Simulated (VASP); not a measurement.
# SrO in VASP: settings compared

SrO is run at these levels: PBE, r2SCAN; tasks: single point.

All numbers are computed with VASP 6.6.1; they aren't measurements. Logs are shortened: lines on timing, memory, paths and dates and some standing lists are left out, and cuts for length are marked.

## (1) The cell of the first run

The structure is trigonal, space group R-3m (No. 166). The conventional cell has a = 4.388 Å, b = 4.388 Å, c = 5.623 Å, α = 90.00°, β = 90.00°, γ = 120.00°. Within 3.6 Å of Sr (site symmetry -3m) lie 8 O at 2.70 to 2.81 Å and 6 Sr at 3.15 Å. O (site symmetry -3m) has 8 Sr at 2.70 to 2.81 Å and 6 O at 3.15 Å within 3.6 Å.

## (2) Single point, PBE (strain along [111] +4.6%)

File INCAR:

```
SYSTEM = SrO
ALGO     = Normal         ! electronic algorithm
EDIFF    = 1E-7           ! SCF threshold, eV
ENCUT    = 520            ! plane-wave cutoff, eV
GGA      = PE             ! functional
ISIF     = 2              ! what is computed and relaxed
ISMEAR   = -1             ! smearing method
LASPH    = .True.         ! aspherical terms in the spheres
LCHARG   = .False.        ! write CHGCAR
LREAL    = .False.        ! projectors in reciprocal space
LWAVE    = .False.        ! write WAVECAR
NBANDS   = 15             ! bands
NELM     = 80             ! most SCF steps
PREC     = Accurate       ! precision mode
SIGMA    = 0.02           ! smearing width, eV
```

File KPOINTS:

```
k-points
0
Gamma
  8 8 8
  0 0 0
```

File POSCAR:

```
SrO
1.0
    3.1507526206      0.0478875509      0.0478875509
    0.0478875509      3.1507526206      0.0478875509
    0.0478875509      0.0478875509      3.1507526206
Sr O
1 1
Direct
    0.0000000000      0.0000000000      0.0000000000
    0.5000000000      0.5000000000      0.5000000000
```

Potentials or basis: VASP PAW PBE potentials, release 64 (Sr_sv, O).

The run is started by

```sh
> cat potpaw_PBE.64/Sr_sv/POTCAR potpaw_PBE.64/O/POTCAR > POTCAR
> mpirun -np 1 vasp_std > vasp.out
```

OUTCAR:

```text
SYSTEM = SrO
   EDIFF = 1E-7
   ENCUT = 520
   GGA = PE
   ISIF = 2
   ISMEAR = -1
   LASPH = .True.
   LREAL = .False.
   NELM = 80
   PREC = Accurate

 ion  position               nearest neighbor table
   1  0.000  0.000  0.000-   2 2.70   2 2.70   2 2.70   2 2.70   2 2.70   2 2.70   2 2.81   2 2.81

   2  0.500  0.500  0.500-   1 2.70   1 2.70   1 2.70   1 2.70   1 2.70   1 2.70   1 2.81   1 2.81

  LATTYP: Found a trigonal (rhomboedric) cell.
 ALAT       =     3.1514803682
 COS(alpha) =     0.0306143899

  Lattice vectors:

 A1 = (   3.1507526206,   0.0478875509,   0.0478875509)
 A2 = (   0.0478875509,   3.1507526206,   0.0478875509)
 A3 = (   0.0478875509,   0.0478875509,   3.1507526206)

Analysis of symmetry for initial positions (statically):
=====================================================================
 Subroutine PRICEL returns:
 Original cell was already a primitive cell.

 Routine SETGRP: Setting up the symmetry group for a
 trigonal (rhombohedral) supercell.

 Subroutine GETGRP returns: Found 12 space group operations
 (whereof 12 operations were pure point group operations)
 out of a pool of 12 trial point group operations.

The static configuration has the point symmetry D_3d.

Analysis of symmetry for dynamics (positions and initial velocities):
=====================================================================
 Subroutine PRICEL returns:
 Original cell was already a primitive cell.

 Routine SETGRP: Setting up the symmetry group for a
 trigonal (rhombohedral) supercell.

 Subroutine GETGRP returns: Found 12 space group operations
 (whereof 12 operations were pure point group operations)
 out of a pool of 12 trial point group operations.

The dynamic configuration has the point symmetry D_3d.

 Subroutine INISYM returns: Found 12 space group operations
 (whereof 12 operations are pure point group operations),
 and found     1 'primitive' translations

----------------------------------------------------------------------------------------

                                     Primitive cell

  volume of cell :      31.2568

  direct lattice vectors                    reciprocal lattice vectors
     3.150752621  0.047887551  0.047887551     0.317528989 -0.004753797 -0.004753797
     0.047887551  3.150752621  0.047887551    -0.004753797  0.317528989 -0.004753797
     0.047887551  0.047887551  3.150752621    -0.004753797 -0.004753797  0.317528989

  length of vectors
     3.151480368  3.151480368  3.151480368     0.317600152  0.317600152  0.317600152

  position of ions in fractional coordinates (direct lattice)
     0.000000000  0.000000000  0.000000000
     0.500000000  0.500000000  0.500000000

  ion indices of the primitive-cell ions
   primitive index   ion index
                 1           1
                 2           2

----------------------------------------------------------------------------------------

 KPOINTS: k-points

Automatic generation of k-mesh.
 Grid dimensions read from file:
 generate k-points for:    8    8    8

 Generating k-lattice:

  Cartesian coordinates                     Fractional coordinates (reciprocal lattice)
     0.039691124 -0.000594225 -0.000594225     0.125000000 -0.000000000  0.000000000
    -0.000594225  0.039691124 -0.000594225    -0.000000000  0.125000000  0.000000000
    -0.000594225 -0.000594225  0.039691124     0.000000000  0.000000000  0.125000000

  Length of vectors
     0.039700019  0.039700019  0.039700019

  Shift w.r.t. Gamma in fractional coordinates (k-lattice)
     0.000000000  0.000000000  0.000000000

 Subroutine IBZKPT returns following result:
 ===========================================

 Found     65 irreducible k-points:

 Following reciprocal coordinates:
            Coordinates               Weight
  0.000000  0.000000  0.000000      1.000000
  0.125000 -0.000000  0.000000      6.000000
  0.250000 -0.000000  0.000000      6.000000
  0.375000 -0.000000  0.000000      6.000000
  0.500000 -0.000000  0.000000      3.000000
  0.125000  0.125000 -0.000000      6.000000
[... 16 lines left out ...]
  0.250000  0.125000  0.125000      6.000000
  0.375000  0.125000  0.125000      6.000000
 [... further k-points ...]
   k-points           NKPTS =     65   k-points in BZ     NKDIM =     65   number of bands    NBANDS=     15
   number of dos      NEDOS =    301   number of ions     NIONS =      2
   total plane-waves  NPLWV =  13824
   dimension x,y,z NGX =    24 NGY =   24 NGZ =   24
   dimension x,y,z NGXF=    48 NGYF=   48 NGZF=   48
   ions per type =               1   1
   NGX,Y,Z   is equivalent  to a cutoff of  12.66, 12.66, 12.66 a.u.
   NGXF,Y,Z  is equivalent  to a cutoff of  25.32, 25.32, 25.32 a.u.
 SYSTEM =  SrO
   PREC   = accura    normal or accurate (medium, high low for compatibility)
   ISTART =      0    job   : 0-new  1-cont  2-samecut
   ICHARG =      2    charge: 1-file 2-atom 10-const
   ISPIN  =      1    spin polarized calculation?
   LNONCOLLINEAR =      F non collinear calculations
   LSORBIT =      F    spin-orbit coupling
   LASPH  =      T    aspherical Exc in radial PAW
   ENCUT  =  520.0 eV  38.22 Ry    6.18 a.u.   5.86  5.86  5.86*2*pi/ulx,y,z
   NELM   =     80;   NELMIN=  2; NELMDL= -5     # of ELM steps
   EDIFF  = 0.1E-06   stopping-criterion for ELM
   LREAL  =      F    real-space projection
   EDIFFG = 0.1E-05   stopping-criterion for IOM
   NSW    =      0    number of steps for IOM
   IBRION =     -1    ionic relax: 0-MD 1-quasi-New 2-CG
   NFREE  =      0    steps in history (QN), initial steepest desc. (CG)
   ISIF   =      2    stress and relaxation
   ISYM   =      2    0-nonsym 1-usesym 2-fastsym
   POTIM  = 0.5000    time-step for ionic-motion
   TEBEG  =    0.0;   TEEND  =   0.0 temperature during run
   PSTRESS=    0.0 pullay stress
   NELECT =      16.0000    total number of electrons
   NUPDOWN=      -1.0000    fix difference up-down
   EMIN   =  10.00;   EMAX   =-10.00  energy-range for DOS
   EFERMI =   0.00;   METHOD = LEGACY
   ISMEAR =    -1;   SIGMA  =   0.02  broadening in eV -4-tet -1-fermi 0-gaus
   EFERMI_NEDOS =   21; number of points for ismear=-14 and -15
   IALGO  =     38    algorithm
   IMIX   =      4    mixing-type and parameters
     AMIX     =   0.40;   BMIX     =  1.00
     AMIX_MAG =   1.60;   BMIX_MAG =  1.00
  volume/ion in A,a.u.               =      15.63       105.47
  Fermi-wavevector in a.u.,A,eV,Ry     =   1.309583  2.474754 23.334113  1.715009
  Thomas-Fermi vector in A             =   2.440172
   LORBIT       =      0    0 simple, 1 ext, 2 COOP (PROOUT), +10 PAW based schemes
   GGA     = PE    functional components
   LHFCALC =     F    Hartree Fock is set to
   AEXX    =    0.0000 exact exchange contribution
   IVDW    =     0    specifies the selected vdW correction
   LEPSILON=     F    determine dielectric tensor
   LRPA    =     F    only Hartree local field effects (RPA)
 non-spin polarized calculation
  energy-cutoff  :      520.00
  volume of cell :       31.26
 maximum number of plane-waves:       874
   NGX = 11   NGY = 11   NGZ = 11

 number of electron      16.0000002 magnetization

 Free energy of the ion-electron system (eV)
  ---------------------------------------------------
  ext. energy  EPLUGINS =         0.00000000
  ---------------------------------------------------
  free energy    TOTEN  =       -11.22593587 eV

  energy without entropy =      -11.22593587  energy(sigma->0) =      -11.22593587

 E-fermi :   3.4090     XC(G=0): -10.5946

 val. band max:        2.8814168250   @ k =   0.5000   0.5000  -0.0000
 cond. band min:       5.6580130538   @ k =   0.0000   0.0000   0.0000
 fundamental gap:      2.7765962288
 Fermi energy:         3.4089923540

 k-point     1 :       0.0000    0.0000    0.0000
  band No.  band energies     occupation
      1     -31.0766      2.00000
      2     -12.7305      2.00000
      3     -12.3580      2.00000
      4     -12.3580      2.00000
      5     -12.3462      2.00000
      6       2.7947      2.00000
      7       2.7947      2.00000
      8       2.7957      2.00000
      9       5.6580      0.00000
     10       5.6580      0.00000
     11       7.1036      0.00000
     12      13.0155      0.00000
     13      13.0155      0.00000
     14      13.1978      0.00000
     15      21.9323      0.00000

 k-point     2 :       0.1250   -0.0000    0.0000
  band No.  band energies     occupation
      1     -31.0494      2.00000
      2     -13.2852      2.00000
      3     -12.3317      2.00000
      4     -12.3271      2.00000
      5     -11.9407      2.00000
      6       2.1851      2.00000
      7       2.7028      2.00000
      8       2.7362      2.00000
      9       5.7925      0.00000
     10       6.3639      0.00000
     11       7.7628      0.00000
     12      12.8250      0.00000
     13      12.8348      0.00000
     14      13.1583      0.00000
     15      20.0699      0.00000

 k-point     3 :       0.2500   -0.0000    0.0000
  band No.  band energies     occupation
      1     -30.9827      2.00000
      2     -14.0131      2.00000
      3     -12.2729      2.00000
      4     -12.2673      2.00000
      5     -11.5242      2.00000
      6       1.1223      2.00000
      7       2.4765      2.00000
      8       2.5860      2.00000
      9       6.1490      0.00000
     10       7.9867      0.00000
     11       9.2566      0.00000
     12      12.2844      0.00000
     13      12.4684      0.00000
     14      13.3437      0.00000
     15      17.6579      0.00000
[... 343 lines left out ...]
 k-point    23 :       0.2500    0.1250    0.1250
  band No.  band energies     occupation
      1     -30.9329      2.00000
      2     -13.8633      2.00000
      3     -12.5953      2.00000
      4     -12.4537      2.00000
      5     -11.4838      2.00000
      6       1.3256      2.00000
      7       2.1499      2.00000
      8       2.4398      2.00000
      9       6.9639      0.00000
     10       8.2607      0.00000
     11       9.5443      0.00000
     12      11.7756      0.00000
     13      11.8830      0.00000
     14      12.3154      0.00000
     15      19.2982      0.00000

 k-point    24 :       0.3750    0.1250    0.1250
  band No.  band energies     occupation
      1     -30.8660      2.00000
      2     -14.3560      2.00000
      3     -12.4650      2.00000
      4     -12.3825      2.00000
      5     -11.4214      2.00000
      6       0.6710      2.00000
      7       1.8977      2.00000
      8       2.5331      2.00000
      9       7.2746      0.00000
     10       9.5395      0.00000
     11       9.8680      0.00000
     12      11.6570      0.00000
     13      12.3101      0.00000
     14      12.7758      0.00000
     15      17.7726      0.00000

 [... further k-points ...]
[... 5 lines left out ...]
  --------------------------------------------------------------------------------------
  -------------------------------------------------------------------------------------
  Total       -0.0951097     -0.0951097     -0.0951097      0.0604891      0.0604891      0.0604891
  in kB       -4.8751757     -4.8751757     -4.8751757      3.1005782      3.1005782      3.1005782
  external PRESSURE =      -4.8751757 kB  Pullay stress =       0.0000000 kB

 VOLUME and BASIS-vectors are now :
 -----------------------------------------------------------------------------
  energy-cutoff  :      520.00
  volume of cell :       31.26
      direct lattice vectors                 reciprocal lattice vectors
     3.150752621  0.047887551  0.047887551     0.317528989 -0.004753797 -0.004753797
     0.047887551  3.150752621  0.047887551    -0.004753797  0.317528989 -0.004753797
     0.047887551  0.047887551  3.150752621    -0.004753797 -0.004753797  0.317528989

 POSITION                                       TOTAL-FORCE (eV/Angst)
 -----------------------------------------------------------------------------------
      0.00000      0.00000      0.00000         0.000000      0.000000      0.000000
      1.62326      1.62326      1.62326        -0.000000     -0.000000     -0.000000
 -----------------------------------------------------------------------------------
    total drift:                                0.000000      0.000000     -0.000000

  FREE ENERGIE OF THE ION-ELECTRON SYSTEM (eV)
  ---------------------------------------------------
  free  energy   TOTEN  =       -11.2259358687 eV

  energy  without entropy=      -11.2259358687  energy(sigma->0) =      -11.22593587
```

Run time: 7.8 s. Hardware: 1 thread of Intel Xeon 6975P-C (Granite Rapids), shared host; peak memory 0.15 GiB.

What came out:

| Item | Value |
| --- | --- |
| Free energy | -11.2259 eV |
| Pressure | -0.5 GPa |
| Band gap on the k mesh | 2.78 eV, indirect (least direct gap 2.86 eV) |

Stress tensor (GPa, compression positive):
```
-0.49  0.31  0.31
 0.31 -0.49  0.31
 0.31  0.31 -0.49
```

Levels at points of the mesh, in eV from the valence-band top:
```
           k point  band 5  band 6  band 7  band 8  band 9  band 10  band 11  band 12
(0.00, 0.00, 0.00)  -15.23   -0.09   -0.09   -0.09    2.78     2.78     4.22    10.13
(0.50, 0.00, 0.00)  -14.02   -2.89   -0.73   -0.52    3.88     7.01     8.88     9.26
(0.50, 0.50, 0.00)  -14.92   -1.27   -1.17    0.00    4.00     4.47     7.38     7.48
(0.50, 0.50, 0.50)  -14.92   -2.83   -2.78   -2.78    7.65     8.21     8.21    12.56
```

Caveat: the cell differs from its parent crystal (strain along [111] +4.6%).

[end of part 1 of 2]
